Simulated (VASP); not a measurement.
# W (Im-3m) in VASP: a series of runs

Runs on W. Level: LDA. Tasks: single point.

Program: VASP 6.6.1. These are calculated values, not measurements. Logs are shortened: lines on timing, memory, paths and dates and some standing lists are left out, and cuts for length are marked.

## (1) The cell of the first run

It takes space group Im-3m (No. 229, cubic). Conventional cell: a = 3.135 Å, b = 3.135 Å, c = 3.135 Å, α = 90.00°, β = 90.00°, γ = 90.00°. W (site symmetry m-3m) has 14 W at 2.71 to 3.13 Å within 3.6 Å.

## (2) Single point, LDA

File INCAR:

```
SYSTEM = W
ALGO = Normal ; EDIFF = 1E-6
ENCUT = 520 ; ISIF = 2
ISMEAR = -1 ; LASPH = .True.
LCHARG = .False. ; LREAL = .False.
LWAVE = .False. ; NBANDS = 13
NELM = 60 ; PREC = Accurate
SIGMA = 0.1
```

File KPOINTS:

```
k-points
0
Gamma
  19 19 19
  0 0 0
```

File POSCAR:

```
W
1.0
   -1.5674371882      1.5674371882      1.5674371882
    1.5674371882     -1.5674371882      1.5674371882
    1.5674371882      1.5674371882     -1.5674371882
W
1
Direct
    0.0000000000      0.0000000000      0.0000000000
```

Potentials or basis: VASP PAW LDA potentials, release 64 (W_sv).

Started as:

```
cat potpaw_LDA.64/W_sv/POTCAR > POTCAR
mpirun -np 1 vasp_std > vasp.out
```

OUTCAR:

```text
SYSTEM = W
   EDIFF = 1E-6
   ENCUT = 520
   ISIF = 2
   ISMEAR = -1
   LASPH = .True.
   LREAL = .False.
   NELM = 60
   PREC = Accurate

 ion  position               nearest neighbor table
   1  0.000  0.000  0.000-

  LATTYP: Found a body centered cubic cell.
 ALAT       =     3.1348743764

  Lattice vectors:

 A1 = (  -1.5674371882,   1.5674371882,   1.5674371882)
 A2 = (   1.5674371882,  -1.5674371882,   1.5674371882)
 A3 = (   1.5674371882,   1.5674371882,  -1.5674371882)

Analysis of symmetry for initial positions (statically):
=====================================================================
 Subroutine PRICEL returns:
 Original cell was already a primitive cell.

 Routine SETGRP: Setting up the symmetry group for a
 body centered cubic supercell.

 Subroutine GETGRP returns: Found 48 space group operations
 (whereof 48 operations were pure point group operations)
 out of a pool of 48 trial point group operations.

The static configuration has the point symmetry O_h .

Analysis of symmetry for dynamics (positions and initial velocities):
=====================================================================
 Subroutine PRICEL returns:
 Original cell was already a primitive cell.

 Routine SETGRP: Setting up the symmetry group for a
 body centered cubic supercell.

 Subroutine GETGRP returns: Found 48 space group operations
 (whereof 48 operations were pure point group operations)
 out of a pool of 48 trial point group operations.

The dynamic configuration has the point symmetry O_h .

 Subroutine INISYM returns: Found 48 space group operations
 (whereof 48 operations are pure point group operations),
 and found     1 'primitive' translations

----------------------------------------------------------------------------------------

                                     Primitive cell

  volume of cell :      15.4039

  direct lattice vectors                    reciprocal lattice vectors
    -1.567437188  1.567437188  1.567437188     0.000000000  0.318992049  0.318992049
     1.567437188 -1.567437188  1.567437188     0.318992049  0.000000000  0.318992049
     1.567437188  1.567437188 -1.567437188     0.318992049  0.318992049  0.000000000

  length of vectors
     2.714880848  2.714880848  2.714880848     0.451122882  0.451122882  0.451122882

  position of ions in fractional coordinates (direct lattice)
     0.000000000  0.000000000  0.000000000

  ion indices of the primitive-cell ions
   primitive index   ion index
                 1           1

----------------------------------------------------------------------------------------

 KPOINTS: k-points

Automatic generation of k-mesh.
 Grid dimensions read from file:
 generate k-points for:   19   19   19

 Generating k-lattice:

  Cartesian coordinates                     Fractional coordinates (reciprocal lattice)
     0.000000000  0.016789055  0.016789055     0.052631579  0.000000000  0.000000000
     0.016789055  0.000000000  0.016789055     0.000000000  0.052631579  0.000000000
     0.016789055  0.016789055  0.000000000     0.000000000  0.000000000  0.052631579

  Length of vectors
     0.023743310  0.023743310  0.023743310

  Shift w.r.t. Gamma in fractional coordinates (k-lattice)
     0.000000000  0.000000000  0.000000000

 Subroutine IBZKPT returns following result:
 ===========================================

 Found    220 irreducible k-points:

 Following reciprocal coordinates:
            Coordinates               Weight
  0.000000  0.000000  0.000000      1.000000
  0.052632  0.000000  0.000000     12.000000
  0.105263  0.000000  0.000000     12.000000
  0.157895  0.000000  0.000000     12.000000
  0.210526  0.000000  0.000000     12.000000
  0.263158  0.000000  0.000000     12.000000
[... 16 lines left out ...]
  0.263158  0.105263  0.000000     48.000000
  0.315789  0.105263 -0.000000     48.000000
 [... further k-points ...]
   k-points           NKPTS =    220   k-points in BZ     NKDIM =    220   number of bands    NBANDS=     13
   number of dos      NEDOS =    301   number of ions     NIONS =      1
   total plane-waves  NPLWV =   8000
   dimension x,y,z NGX =    20 NGY =   20 NGZ =   20
   dimension x,y,z NGXF=    40 NGYF=   40 NGZF=   40
   ions per type =               1
   NGX,Y,Z   is equivalent  to a cutoff of  12.25, 12.25, 12.25 a.u.
   NGXF,Y,Z  is equivalent  to a cutoff of  24.49, 24.49, 24.49 a.u.
 SYSTEM =  W
   PREC   = accura    normal or accurate (medium, high low for compatibility)
   ISTART =      0    job   : 0-new  1-cont  2-samecut
   ICHARG =      2    charge: 1-file 2-atom 10-const
   ISPIN  =      1    spin polarized calculation?
   LNONCOLLINEAR =      F non collinear calculations
   LSORBIT =      F    spin-orbit coupling
   LASPH  =      T    aspherical Exc in radial PAW
   ENCUT  =  520.0 eV  38.22 Ry    6.18 a.u.   5.05  5.05  5.05*2*pi/ulx,y,z
   NELM   =     60;   NELMIN=  2; NELMDL= -5     # of ELM steps
   EDIFF  = 0.1E-05   stopping-criterion for ELM
   LREAL  =      F    real-space projection
   EDIFFG = 0.1E-04   stopping-criterion for IOM
   NSW    =      0    number of steps for IOM
   IBRION =     -1    ionic relax: 0-MD 1-quasi-New 2-CG
   NFREE  =      0    steps in history (QN), initial steepest desc. (CG)
   ISIF   =      2    stress and relaxation
   ISYM   =      2    0-nonsym 1-usesym 2-fastsym
   POTIM  = 0.5000    time-step for ionic-motion
   TEBEG  =    0.0;   TEEND  =   0.0 temperature during run
   PSTRESS=    0.0 pullay stress
   NELECT =      14.0000    total number of electrons
   NUPDOWN=      -1.0000    fix difference up-down
   EMIN   =  10.00;   EMAX   =-10.00  energy-range for DOS
   EFERMI =   0.00;   METHOD = LEGACY
   ISMEAR =    -1;   SIGMA  =   0.10  broadening in eV -4-tet -1-fermi 0-gaus
   EFERMI_NEDOS =   21; number of points for ismear=-14 and -15
   IALGO  =     38    algorithm
   IMIX   =      4    mixing-type and parameters
     AMIX     =   0.40;   BMIX     =  1.00
     AMIX_MAG =   1.60;   BMIX_MAG =  1.00
  volume/ion in A,a.u.               =      15.40       103.95
  Fermi-wavevector in a.u.,A,eV,Ry     =   1.585772  2.996674 34.214194  2.514672
  Thomas-Fermi vector in A             =   2.685185
   LORBIT       =      0    0 simple, 1 ext, 2 COOP (PROOUT), +10 PAW based schemes
   GGA     = CA    functional components
   LHFCALC =     F    Hartree Fock is set to
   AEXX    =    0.0000 exact exchange contribution
   IVDW    =     0    specifies the selected vdW correction
   LEPSILON=     F    determine dielectric tensor
   LRPA    =     F    only Hartree local field effects (RPA)
 non-spin polarized calculation
  energy-cutoff  :      520.00
  volume of cell :       15.40
 maximum number of plane-waves:       427
   NGX =  9   NGY =  9   NGZ =  9

 number of electron      14.0000004 magnetization

 Free energy of the ion-electron system (eV)
  ---------------------------------------------------
  ext. energy  EPLUGINS =         0.00000000
  ---------------------------------------------------
  free energy    TOTEN  =       -14.11359192 eV

  energy without entropy =      -14.09977029  energy(sigma->0) =      -14.10668111

 E-fermi :  11.7315     XC(G=0): -13.9907

 val. band max:       11.7026039963   @ k =  -0.3158   0.3158   0.2105
 cond. band min:      11.7460632753   @ k =  -0.2105   0.3158   0.1053
 fundamental gap:      0.0434592790
 Fermi energy:        11.7315424637

 k-point     1 :       0.0000    0.0000    0.0000
  band No.  band energies     occupation
      1     -61.9690      2.00000
      2     -25.7312      2.00000
      3     -25.7312      2.00000
      4     -25.7312      2.00000
      5       2.0408      2.00000
      6      10.4325      2.00000
      7      10.4325      2.00000
      8      10.4325      2.00000
      9      13.9977      0.00000
     10      13.9977      0.00000
     11      26.3793      0.00000
     12      26.3793      0.00000
     13      26.3793      0.00000

 k-point     2 :       0.0526    0.0000    0.0000
  band No.  band energies     occupation
      1     -61.9649      2.00000
      2     -25.7738      2.00000
      3     -25.7444      2.00000
      4     -25.7315      2.00000
      5       2.1811      2.00000
      6      10.3468      2.00000
      7      10.4146      2.00000
      8      10.5675      1.99998
      9      13.8573      0.00000
     10      13.9981      0.00000
     11      26.5011      0.00000
     12      26.6156      0.00000
     13      26.7326      0.00000

 k-point     3 :       0.1053    0.0000    0.0000
  band No.  band energies     occupation
      1     -61.9527      2.00000
      2     -25.8956      2.00000
      3     -25.7822      2.00000
      4     -25.7322      2.00000
      5       2.5869      2.00000
      6      10.1086      2.00000
      7      10.3380      2.00000
      8      10.9689      1.99903
      9      13.5478      0.00000
     10      14.0059      0.00000
     11      26.8170      0.00000
     12      27.3048      0.00000
     13      27.6562      0.00000

 k-point     4 :       0.1579    0.0000    0.0000
  band No.  band energies     occupation
      1     -61.9338      2.00000
      2     -26.0802      2.00000
      3     -25.8402      2.00000
      4     -25.7333      2.00000
      5       3.2101      2.00000
      6       9.7644      2.00000
      7      10.1628      2.00000
      8      11.6243      1.49002
      9      13.2990      0.00000
     10      14.0368      0.00000
     11      27.1453      0.00000
     12      28.3964      0.00000
     13      28.7471      0.00000

 k-point     5 :       0.2105    0.0000    0.0000
  band No.  band energies     occupation
      1     -61.9102      2.00000
      2     -26.3041      2.00000
      3     -25.9115      2.00000
      4     -25.7348      2.00000
      5       3.9576      2.00000
      6       9.3698      2.00000
      7       9.9324      2.00000
      8      12.5124      0.00081
      9      13.2609      0.00000
     10      14.1083      0.00000
     11      27.1286      0.00000
     12      29.2186      0.00000
     13      29.8275      0.00000

 k-point     6 :       0.2632    0.0000    0.0000
  band No.  band energies     occupation
      1     -61.8844      2.00000
      2     -26.5411      2.00000
      3     -25.9882      2.00000
      4     -25.7363      2.00000
      5       4.6718      2.00000
      6       8.9754      2.00000
      7       9.8406      2.00000
      8      13.4203      0.00000
      9      13.5996      0.00000
     10      14.2311      0.00000
     11      26.5191      0.00000
     12      28.4331      0.00000
     13      31.5347      0.00000

 k-point     7 :       0.3158    0.0000    0.0000
  band No.  band energies     occupation
      1     -61.8592      2.00000
      2     -26.7652      2.00000
      3     -26.0618      2.00000
      4     -25.7379      2.00000
      5       5.1561      2.00000
      6       8.6205      2.00000
      7      10.1288      2.00000
      8      13.6796      0.00000
      9      14.4028      0.00000
     10      14.8320      0.00000
     11      25.5582      0.00000
     12      26.9648      0.00000
     13      33.4546      0.00000
[... 193 lines left out ...]
 k-point    20 :       0.1053    0.1053    0.0000
  band No.  band energies     occupation
      1     -61.9232      2.00000
      2     -26.1766      2.00000
      3     -25.8403      2.00000
      4     -25.7713      2.00000
      5       3.5707      2.00000
      6       9.7209      2.00000
      7       9.8436      2.00000
      8      12.1155      0.04211
      9      13.0385      0.00000
     10      14.2282      0.00000
     11      27.5659      0.00000
     12      28.5131      0.00000
     13      29.2072      0.00000

 k-point    21 :       0.1579    0.1053   -0.0000
  band No.  band energies     occupation
      1     -61.9008      2.00000
      2     -26.3734      2.00000
      3     -25.9106      2.00000
      4     -25.7834      2.00000
      5       4.3049      2.00000
      6       9.3740      2.00000
      7       9.5702      2.00000
      8      12.9278      0.00001
      9      13.0758      0.00000
     10      14.4009      0.00000
     11      27.7234      0.00000
     12      28.6090      0.00000
     13      29.9509      0.00000

 k-point    22 :       0.2105    0.1053    0.0000
  band No.  band energies     occupation
      1     -61.8765      2.00000
      2     -26.5788      2.00000
      3     -25.9971      2.00000
      4     -25.7895      2.00000
      5       5.0321      2.00000
      6       8.9912      2.00000
      7       9.4485      2.00000
      8      13.0510      0.00000
      9      14.2003      0.00000
     10      14.5705      0.00000
     11      26.8099      0.00000
     12      28.4160      0.00000
     13      30.7965      0.00000

 k-point    23 :       0.2632    0.1053    0.0000
  band No.  band energies     occupation
      1     -61.8526      2.00000
      2     -26.7722      2.00000
      3     -26.0838      2.00000
      4     -25.7935      2.00000
      5       5.5464      2.00000
      6       8.6589      2.00000
      7       9.6535      2.00000
      8      13.3196      0.00000
      9      14.7069      0.00000
     10      15.4807      0.00000
     11      25.6600      0.00000
     12      27.2790      0.00000
     13      31.9783      0.00000

 k-point    24 :       0.3158    0.1053   -0.0000
  band No.  band energies     occupation
      1     -61.8320      2.00000
      2     -26.9349      2.00000
      3     -26.1592      2.00000
      4     -25.7965      2.00000
      5       5.7406      2.00000
      6       8.4012      2.00000
      7      10.2629      2.00000
      8      13.6338      0.00000
      9      14.8452      0.00000
     10      16.7872      0.00000
     11      24.5797      0.00000
     12      25.8367      0.00000
     13      30.6837      0.00000

 [... further k-points ...]
[... 5 lines left out ...]
  --------------------------------------------------------------------------------------
  -------------------------------------------------------------------------------------
  Total        0.1910949      0.1910949      0.1910949     -0.0000000      0.0000000      0.0000000
  in kB       19.8760154     19.8760154     19.8760154     -0.0000000      0.0000000      0.0000000
  external PRESSURE =      19.8760154 kB  Pullay stress =       0.0000000 kB

 VOLUME and BASIS-vectors are now :
 -----------------------------------------------------------------------------
  energy-cutoff  :      520.00
  volume of cell :       15.40
      direct lattice vectors                 reciprocal lattice vectors
    -1.567437188  1.567437188  1.567437188     0.000000000  0.318992049  0.318992049
     1.567437188 -1.567437188  1.567437188     0.318992049  0.000000000  0.318992049
     1.567437188  1.567437188 -1.567437188     0.318992049  0.318992049  0.000000000

 POSITION                                       TOTAL-FORCE (eV/Angst)
 -----------------------------------------------------------------------------------
      0.00000      0.00000      0.00000        -0.000000      0.000000     -0.000000
 -----------------------------------------------------------------------------------
    total drift:                                0.000000      0.000000      0.000000

  FREE ENERGIE OF THE ION-ELECTRON SYSTEM (eV)
  ---------------------------------------------------
  free  energy   TOTEN  =       -14.1135919198 eV

  energy  without entropy=      -14.0997702947  energy(sigma->0) =      -14.10668111
```

Wall time 11 s (1 thread of Intel Xeon 6975P-C (Granite Rapids), shared host); peak memory 0.15 GiB.

Results:

```
Free energy            : -14.1136 eV
Pressure               : 2.0 GPa
Band gap on the k mesh : zero (bands 7 and 8 overlap by 6.32 eV)
```

Caveat: spin-orbit coupling is left out, which moves the levels of the heavy elements.

## (3) Single point, LDA

This run uses another cell than the first one: it holds 3 atoms, not 1.

File INCAR:

```
SYSTEM = W
PREC = Accurate ; ENCUT = 520
EDIFF = 1E-6 ; ISMEAR = -1
SIGMA = 0.1 ; LREAL = .False.
LASPH = .True. ; NELM = 60
ALGO = Normal ; ISIF = 2
LWAVE = .False. ; LCHARG = .False.
NBANDS = 28
```

File KPOINTS:

```
Automatic mesh
0
Gamma
  11 11 15
  0 0 0
```

File POSCAR:

```
W
1.0
    0.0000000000      3.1348743764     -3.1348743764
   -3.1348743764      0.0000000000      3.1348743764
    1.5674371882      1.5674371882      1.5674371882
W
3
Direct
    0.0000000000      0.0000000000      0.0000000000
    0.3333333330      0.6666666670      0.3333333330
    0.6666666670      0.3333333330      0.6666666670
```

Potentials or basis: VASP PAW LDA potentials, release 64 (W_sv).

Started as:

```
cat potpaw_LDA.64/W_sv/POTCAR > POTCAR
mpirun -np 1 vasp_std > vasp.out
```

It took 56 s on 1 thread of Intel Xeon 6975P-C (Granite Rapids), shared host; peak memory 0.29 GiB.

It converged, with:

```yaml
Free_energy: -42.3357 eV
Pressure: 2.0 GPa
Band_gap_on_the_k_mesh: zero (bands 21 and 22 overlap by 4.00 eV)
```

Levels at points of the mesh, in eV from the Fermi level:
| k point | band 17 | band 18 | band 19 | band 20 | band 21 | band 22 | band 23 | band 24 | band 25 | band 26 |
| --- | --- | --- | --- | --- | --- | --- | --- | --- | --- | --- |
| (0.00, 0.00, 0.00) | -2.72 | -2.72 | -2.72 | -1.33 | -1.33 | -1.32 | 2.24 | 2.24 | 2.86 | 2.86 |

Caveat: spin-orbit coupling is left out, which moves the levels of the heavy elements.

## (4) Single point, LDA

This run uses another cell than the first one: it holds 3 atoms, not 1.

File INCAR:

```
SYSTEM = W
  PREC = Accurate
  ENCUT = 520
  EDIFF = 1E-6
  ISMEAR = -1
  SIGMA = 0.1
  LREAL = .FALSE.
  LASPH = .TRUE.
  NELM = 60
  ALGO = Normal
  ISIF = 2
  LWAVE = .FALSE.
  LCHARG = .FALSE.
  GGA = CA
  NBANDS = 28
```

File KPOINTS:

```
Automatic mesh
0
G
  11 11 15
  0 0 0
```

POSCAR is that of step 3.

Started as:

```
cat potpaw_LDA.64/W_sv/POTCAR > POTCAR
mpirun -np 1 vasp_std > vasp.out
```

Wall time 57 s (1 thread of Intel Xeon 6975P-C (Granite Rapids), shared host); peak memory 0.28 GiB.

The run converged. Its results:

- Free energy: -42.3357 eV
- Pressure: 2.0 GPa
- Band gap on the k mesh: zero (bands 21 and 22 overlap by 4.00 eV)

Levels at points of the mesh, in eV from the Fermi level:
| k point | band 17 | band 18 | band 19 | band 20 | band 21 | band 22 | band 23 | band 24 | band 25 | band 26 |
| --- | --- | --- | --- | --- | --- | --- | --- | --- | --- | --- |
| (0.00, 0.00, 0.00) | -2.72 | -2.72 | -2.72 | -1.33 | -1.33 | -1.32 | 2.24 | 2.24 | 2.86 | 2.86 |

Caveat: spin-orbit coupling is left out, which moves the levels of the heavy elements.

The gap in the log of VASP goes by the Fermi energy; the results here count the filled bands.